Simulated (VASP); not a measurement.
# SnO in VASP: single point with PBE+D3(BJ)

Aim: the single point of SnO with PBE+D3(BJ).

Program: VASP 6.6.1. These are calculated values, not measurements. Logs are shortened: lines on timing, memory, paths and dates and some standing lists are left out, and cuts for length are marked.

### Step 1. The cell of the first run

The cell holds a slab with vacuum, 8 atoms: a = 3.820 Å, b = 3.820 Å, c = 22.226 Å, α = 90.00°, β = 90.00°, γ = 90.00°.

### Step 2. Single point, PBE+D3(BJ) (layers slid over each other)

INCAR

```
  PREC = Accurate
  ENCUT = 520
  EDIFF = 1E-6
  ISMEAR = 0
  SIGMA = 0.05
  LREAL = F
  LASPH = T
  NELM = 120
  ALGO = Normal
  ISIF = 2
  LWAVE = F
  LCHARG = T
  LDIPOL = T
  IDIPOL = 3
  DIPOL = 0.5 0.5 0.408
  GGA = PE
  IVDW = 12
  LELF = T
  LVHAR = T
  LVACPOTAV = T
  NBANDS = 50
  GGA_COMPAT = F
  NELMDL = -8
```

KPOINTS

```
regular mesh
0
Gamma
  7 7 1
```

POSCAR

```
SnO
1.0
    3.8201708766      0.0000000000      0.0000000000
    0.0000000000      3.8201708766      0.0000000000
    0.0000000000      0.0000000000     22.2260720666
Sn O
4 4
Direct
    0.5000000000      0.0000000000      0.2024649244
    0.0000000000      0.5000000000      0.3087831270
    0.2500000000      0.7500000000      0.5067488308
   -0.2500000000      1.2500000000      0.6130670334
    0.0000000000      0.0000000000      0.2556240257
    0.5000000000      0.5000000000      0.2556240257
   -0.2500000000      0.7500000000      0.5599079321
    0.2500000000      1.2500000000      0.5599079321
```

Potentials or basis: VASP PAW PBE potentials, release 64 (Sn_d, O).

Started as:

```console
> cat potpaw_PBE.64/Sn_d/POTCAR potpaw_PBE.64/O/POTCAR > POTCAR
> mpirun -np 1 vasp_std > vasp.out
```

OUTCAR:

```text
PREC = Accurate
   ENCUT = 520
   EDIFF = 1E-6
   ISMEAR = 0
   LREAL = F
   LASPH = T
   NELM = 120
   ISIF = 2
   GGA = PE
   IVDW = 12
   NELMDL = -8
 IVDW          = 12

 ion  position               nearest neighbor table
   1  0.500  0.000  0.202-   5 2.25   6 2.25   6 2.25   5 2.25   2 3.59   2 3.59   2 3.59   2 3.59

   2  0.000  0.500  0.309-   5 2.25   6 2.25   5 2.25   6 2.25   1 3.59   1 3.59   1 3.59   1 3.59

   3  0.250  0.750  0.507-   7 2.25   8 2.25   8 2.25   7 2.25   4 3.59   4 3.59   4 3.59   4 3.59

   4  0.750  0.250  0.613-   7 2.25   8 2.25   7 2.25   8 2.25   3 3.59   3 3.59   3 3.59   3 3.59

   5  0.000  0.000  0.256-   2 2.25   2 2.25   1 2.25   1 2.25
   6  0.500  0.500  0.256-   2 2.25   2 2.25   1 2.25   1 2.25
   7  0.750  0.750  0.560-   4 2.25   4 2.25   3 2.25   3 2.25
   8  0.250  0.250  0.560-   4 2.25   4 2.25   3 2.25   3 2.25

  LATTYP: Found a simple tetragonal cell.
 ALAT       =     3.8201708766
 C/A-ratio  =     5.8180832179

  Lattice vectors:

 A1 = (   3.8201708766,   0.0000000000,   0.0000000000)
 A2 = (   0.0000000000,   3.8201708766,   0.0000000000)
 A3 = (   0.0000000000,   0.0000000000,  22.2260720666)

Analysis of symmetry for initial positions (statically):
=====================================================================
 Subroutine PRICEL returns:
 Original cell was already a primitive cell.

 Routine SETGRP: Setting up the symmetry group for a
 simple tetragonal supercell.

 Subroutine GETGRP returns: Found  4 space group operations
 (whereof  1 operations were pure point group operations)
 out of a pool of 16 trial point group operations.

The static configuration has the point symmetry C_1 .
 The point group associated with its full space group is C_2h.

Analysis of symmetry for dynamics (positions and initial velocities):
=====================================================================
 Subroutine PRICEL returns:
 Original cell was already a primitive cell.

 Routine SETGRP: Setting up the symmetry group for a
 simple tetragonal supercell.

 Subroutine GETGRP returns: Found  4 space group operations
 (whereof  1 operations were pure point group operations)
 out of a pool of 16 trial point group operations.

The dynamic configuration has the point symmetry C_1 .
 The point group associated with its full space group is C_2h.

 Subroutine INISYM returns: Found  4 space group operations
 (whereof  1 operations are pure point group operations),
 and found     1 'primitive' translations

----------------------------------------------------------------------------------------

                                     Primitive cell

  volume of cell :     324.3608

  direct lattice vectors                    reciprocal lattice vectors
     3.820170877  0.000000000  0.000000000     0.261768395  0.000000000  0.000000000
     0.000000000  3.820170877  0.000000000     0.000000000  0.261768395  0.000000000
     0.000000000  0.000000000 22.226072067     0.000000000  0.000000000  0.044992205

  length of vectors
     3.820170877  3.820170877 22.226072067     0.261768395  0.261768395  0.044992205

  position of ions in fractional coordinates (direct lattice)
     0.500000000  0.000000000  0.202464924
     0.000000000  0.500000000  0.308783127
     0.250000000  0.750000000  0.506748831
     0.750000000  0.250000000  0.613067033
     0.000000000  0.000000000  0.255624026
     0.500000000  0.500000000  0.255624026
     0.750000000  0.750000000  0.559907932
     0.250000000  0.250000000  0.559907932

  ion indices of the primitive-cell ions
   primitive index   ion index
                 1           1
                 2           2
                 3           3
                 4           4
                 5           5
                 6           6
                 7           7
                 8           8

----------------------------------------------------------------------------------------

 KPOINTS: regular mesh

Automatic generation of k-mesh.
 Grid dimensions read from file:
 generate k-points for:    7    7    1

 Generating k-lattice:

  Cartesian coordinates                     Fractional coordinates (reciprocal lattice)
     0.037395485  0.000000000  0.000000000     0.142857143  0.000000000  0.000000000
     0.000000000  0.037395485  0.000000000     0.000000000  0.142857143  0.000000000
     0.000000000  0.000000000  0.044992205     0.000000000  0.000000000  1.000000000

  Length of vectors
     0.037395485  0.037395485  0.044992205

  Shift w.r.t. Gamma in fractional coordinates (k-lattice)
     0.000000000  0.000000000  0.000000000

 Subroutine IBZKPT returns following result:
 ===========================================

 Found     16 irreducible k-points:

 Following reciprocal coordinates:
            Coordinates               Weight
  0.000000  0.000000  0.000000      1.000000
  0.142857  0.000000  0.000000      4.000000
  0.285714  0.000000  0.000000      4.000000
  0.428571  0.000000  0.000000      4.000000
  0.142857  0.142857  0.000000      2.000000
 -0.142857  0.142857  0.000000      2.000000
[... 8 lines left out ...]
  0.428571  0.428571  0.000000      2.000000
 -0.428571  0.428571  0.000000      2.000000
   k-points           NKPTS =     16   k-points in BZ     NKDIM =     16   number of bands    NBANDS=     50
   number of dos      NEDOS =    301   number of ions     NIONS =      8
   total plane-waves  NPLWV = 131712
   dimension x,y,z NGX =    28 NGY =   28 NGZ =  168
   dimension x,y,z NGXF=    56 NGYF=   56 NGZF=  336
   ions per type =               4   4
   NGX,Y,Z   is equivalent  to a cutoff of  12.19, 12.19, 12.57 a.u.
   NGXF,Y,Z  is equivalent  to a cutoff of  24.37, 24.37, 25.13 a.u.
 SYSTEM =  unknown system
   PREC   = accura    normal or accurate (medium, high low for compatibility)
   ISTART =      0    job   : 0-new  1-cont  2-samecut
   ICHARG =      2    charge: 1-file 2-atom 10-const
   ISPIN  =      1    spin polarized calculation?
   LNONCOLLINEAR =      F non collinear calculations
   LSORBIT =      F    spin-orbit coupling
   LASPH  =      T    aspherical Exc in radial PAW
   ENCUT  =  520.0 eV  38.22 Ry    6.18 a.u.   7.10  7.10 41.33*2*pi/ulx,y,z
   NELM   =    120;   NELMIN=  2; NELMDL= -8     # of ELM steps
   EDIFF  = 0.1E-05   stopping-criterion for ELM
   LREAL  =      F    real-space projection
   EDIFFG = 0.1E-04   stopping-criterion for IOM
   NSW    =      0    number of steps for IOM
   IBRION =     -1    ionic relax: 0-MD 1-quasi-New 2-CG
   NFREE  =      0    steps in history (QN), initial steepest desc. (CG)
   ISIF   =      2    stress and relaxation
   ISYM   =      2    0-nonsym 1-usesym 2-fastsym
   POTIM  = 0.5000    time-step for ionic-motion
   TEBEG  =    0.0;   TEEND  =   0.0 temperature during run
   PSTRESS=    0.0 pullay stress
   NELECT =      80.0000    total number of electrons
   NUPDOWN=      -1.0000    fix difference up-down
   EMIN   =  10.00;   EMAX   =-10.00  energy-range for DOS
   EFERMI =   0.00;   METHOD = LEGACY
   ISMEAR =     0;   SIGMA  =   0.05  broadening in eV -4-tet -1-fermi 0-gaus
   EFERMI_NEDOS =   21; number of points for ismear=-14 and -15
   IALGO  =     38    algorithm
   IMIX   =      4    mixing-type and parameters
     AMIX     =   0.40;   BMIX     =  1.00
     AMIX_MAG =   1.60;   BMIX_MAG =  1.00
  volume/ion in A,a.u.               =      40.55       273.61
  Fermi-wavevector in a.u.,A,eV,Ry     =   1.026665  1.940115 14.341097  1.054041
  Thomas-Fermi vector in A             =   2.160570
   LORBIT       =      0    0 simple, 1 ext, 2 COOP (PROOUT), +10 PAW based schemes
   GGA     = PE    functional components
   LHFCALC =     F    Hartree Fock is set to
   AEXX    =    0.0000 exact exchange contribution
   IVDW    =    12    specifies the selected vdW correction
   LEPSILON=     F    determine dielectric tensor
   LRPA    =     F    only Hartree local field effects (RPA)
 non-spin polarized calculation
 Gauss-broadening in eV      SIGMA  =   0.05
  energy-cutoff  :      520.00
  volume of cell :      324.36
 maximum number of plane-waves:      8769
   NGX = 15   NGY = 15   NGZ = 83

 dipolmoment           0.000000      0.000000      0.000000 electrons x Angstroem

 number of electron      79.9999970 magnetization

 dipolmoment           0.000000      0.000000     -0.000000 electrons x Angstroem

 Free energy of the ion-electron system (eV)
  ---------------------------------------------------
  ext. energy  EPLUGINS =         0.00000000
  ---------------------------------------------------
  free energy    TOTEN  =       -45.16908729 eV

  energy without entropy =      -45.16908729  energy(sigma->0) =      -45.16908729

 E-fermi :   0.0005     XC(G=0):  -5.3447

 val. band max:       -0.2541322041   @ k =  -0.1429   0.1429   0.0000
 cond. band min:       2.3286824627   @ k =   0.0000   0.0000   0.0000
 fundamental gap:      2.5828146669
 Fermi energy:         0.0004508268

 k-point     1 :       0.0000    0.0000    0.0000
  band No.  band energies     occupation
      1     -21.0534      2.00000
      2     -21.0534      2.00000
      3     -20.6927      2.00000
      4     -20.6927      2.00000
      5     -20.6548      2.00000
      6     -20.6548      2.00000
[... 42 lines left out ...]
     49       5.1459      0.00000
     50       5.2102      0.00000

 k-point     2 :       0.1429    0.0000    0.0000
  band No.  band energies     occupation
      1     -21.0444      2.00000
      2     -21.0444      2.00000
      3     -20.6934      2.00000
      4     -20.6933      2.00000
      5     -20.6566      2.00000
      6     -20.6566      2.00000
[... 42 lines left out ...]
     49       5.3213      0.00000
     50       5.4899      0.00000

 k-point     3 :       0.2857    0.0000    0.0000
  band No.  band energies     occupation
      1     -21.0194      2.00000
      2     -21.0194      2.00000
      3     -20.7897      2.00000
      4     -20.7897      2.00000
      5     -20.6609      2.00000
      6     -20.6609      2.00000
[... 678 lines left out ...]
     49       5.9831      0.00000
     50       6.3595      0.00000

 k-point    16 :      -0.4286    0.4286    0.0000
  band No.  band energies     occupation
      1     -20.9941      2.00000
      2     -20.9941      2.00000
      3     -20.9803      2.00000
      4     -20.9801      2.00000
      5     -20.6596      2.00000
      6     -20.6596      2.00000
[... 42 lines left out ...]
     49       5.9786      0.00000
     50       6.4452      0.00000

------------------------ aborting loop because EDIFF is reached ----------------------------------------

 Edisp (eV)   -1.22222

 E8    (eV) :    -0.5403

  FORCE on cell =-STRESS in cart. coord.  units (eV):
  Direction    XX          YY          ZZ          XY          YZ          ZX
  --------------------------------------------------------------------------------------
  -------------------------------------------------------------------------------------
  Total       0.17095     0.17095    -0.07774     0.01602     0.12302     0.12302
  in kB       0.84438     0.84438    -0.38398     0.07913     0.60766     0.60766
  external pressure =        0.43 kB  Pullay stress =        0.00 kB

 VOLUME and BASIS-vectors are now :
 -----------------------------------------------------------------------------
  energy-cutoff  :      520.00
  volume of cell :      324.36
      direct lattice vectors                 reciprocal lattice vectors
     3.820170877  0.000000000  0.000000000     0.261768395  0.000000000  0.000000000
     0.000000000  3.820170877  0.000000000     0.000000000  0.261768395  0.000000000
     0.000000000  0.000000000 22.226072067     0.000000000  0.000000000  0.044992205

 POSITION                                       TOTAL-FORCE (eV/Angst)
 -----------------------------------------------------------------------------------
      1.91009      0.00000      4.50000        -0.002343     -0.002343     -0.084033
      0.00000      1.91009      6.86304        -0.010702     -0.010702      0.139426
      0.95504      2.86513     11.26304         0.010702      0.010702     -0.139426
      2.86513      0.95504     13.62607         0.002343      0.002343      0.084033
      0.00000      0.00000      5.68152         0.004708     -0.012706      0.005367
      1.91009      1.91009      5.68152        -0.012706      0.004708      0.005367
      2.86513      2.86513     12.44455         0.012706     -0.004708     -0.005367
      0.95504      0.95504     12.44455        -0.004708      0.012706     -0.005367
 -----------------------------------------------------------------------------------
    total drift:                               -0.000000     -0.000000     -0.000004

  FREE ENERGIE OF THE ION-ELECTRON SYSTEM (eV)
  ---------------------------------------------------
  free  energy   TOTEN  =       -46.3913039894 eV

  energy  without entropy=      -46.3913039894  energy(sigma->0) =      -46.39130399

 vacuum level on the upper side and lower side of the slab         4.929         4.929
```

Wall time 7.8 min (1 thread of Oxide Virtual Turin-like, shared host); peak memory 0.43 GiB.

Results:

| Quantity | Value |
| --- | --- |
| Free energy | -46.3913 eV |
| Largest force | 0.140 eV/Å |
| Band gap on the k mesh | 2.58 eV (least direct gap 2.61 eV) |
| Dispersion energy per atom | -0.153 eV |

Forces in eV/Å, atoms in the order of the input:
```
Sn  -0.002 -0.002 -0.084
Sn  -0.011 -0.011  0.139
Sn   0.011  0.011 -0.139
Sn   0.002  0.002  0.084
O    0.005 -0.013  0.005
O   -0.013  0.005  0.005
O    0.013 -0.005 -0.005
O   -0.005  0.013 -0.005
```

Caveat: the cell differs from its parent crystal (layers slid over each other); spin-orbit coupling is left out, which moves the levels of the heavy elements.
